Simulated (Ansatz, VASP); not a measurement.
## KCd2Os3: VASP beside Ansatz

Contents of INCAR:

```
  PREC = Accurate
  ENCUT = 600
  EDIFF = 1E-6
  ISMEAR = 0
  SIGMA = 0.1
  LREAL = F
  LASPH = T
  NELM = 100
  ALGO = Normal
  ISIF = 3
  LWAVE = F
  LCHARG = F
  GGA = PE
  IBRION = 2
  NSW = 90
  EDIFFG = -0.04
```

KPOINTS

```
regular mesh
0
Gamma
  3 3 6
```

File POSCAR:

```
KCd2Os3
1.0
    6.1406455022      0.0000000000      0.0000000000
   -3.0703227511      5.3179550005      0.0000000000
    0.0000000000      0.0000000000      3.7391488534
K Cd Os
1 2 3
Direct
    0.0000000000      0.0000000000      0.0000000000
    0.3333333333      0.6666666667      0.0000000000
    0.6666666667      0.3333333333      0.0000000000
    0.5000000000      0.0000000000      0.5000000000
    0.5000000000      0.5000000000      0.5000000000
    0.0000000000      0.5000000000      0.5000000000
```

Input for Ansatz:

```yaml
crystal:
  lattice:
    - [6.1406455022, 0.0, 0.0]
    - [-3.0703227511, 5.3179550005, 0.0]
    - [0.0, 0.0, 3.7391488534]
  atoms:
    - { symbol: K, position: [0.0, 0.0, 0.0] }
    - { symbol: Cd, position: [0.3333333333, 0.6666666667, 0.0] }
    - { symbol: Cd, position: [0.6666666667, 0.3333333333, 0.0] }
    - { symbol: Os, position: [0.5, 0.0, 0.5] }
    - { symbol: Os, position: [0.5, 0.5, 0.5] }
    - { symbol: Os, position: [0.0, 0.5, 0.5] }
basis:
  ecutwfc: 420
kpoints:
  mp_grid: { grid: [3, 3, 6] }
hamiltonian:
  xc: pbe
scf:
  occupations: { method: gaussian, width: 0.1 }
  lower_state_search: "off"
output:
  forces: true
  stress: true
  eigenvalues: true
relax:
  adjacent_minimum: "off"
  f_tol: 0.04
  max_steps: 70
  cell: { stress_tol: 0.4 }
```

Alike in both runs: task relaxation of cell and atoms; functional PBE; k mesh 3 × 3 × 6; occupations gaussian, width 0.1 eV; no spin polarisation.

|  | VASP | Ansatz |
| --- | --- | --- |
| version | VASP 6.6.1 | Ansatz 0.2.0 |
| potentials or method | VASP PAW PBE potentials, release 64 (K_sv, Cd, Os), cutoff 600 eV | scalar-relativistic, plane waves, PAW |
| valence electrons in the cell | 57 | 97 |

```csv
,VASP,Ansatz,Ansatz less VASP
"gap on the k mesh at the Fermi level, each at its own relaxed structure (eV)",none,none,-
relaxed volume (Å³/atom),19.87,19.82,-0.044
relaxed length of the cell vector where the two differ most in proportion (Å),4.833,4.823,-0.0099
```

A gap of «none» marks a metal or a gap that the smearing closes. VASP's potentials hold 57 valence electrons a cell and Ansatz's 97, so a difference there can come from the potentials and not from the codes.

The k mesh is coarse, so the values compare programs but aren't converged. Neither program's run includes spin-orbit coupling.
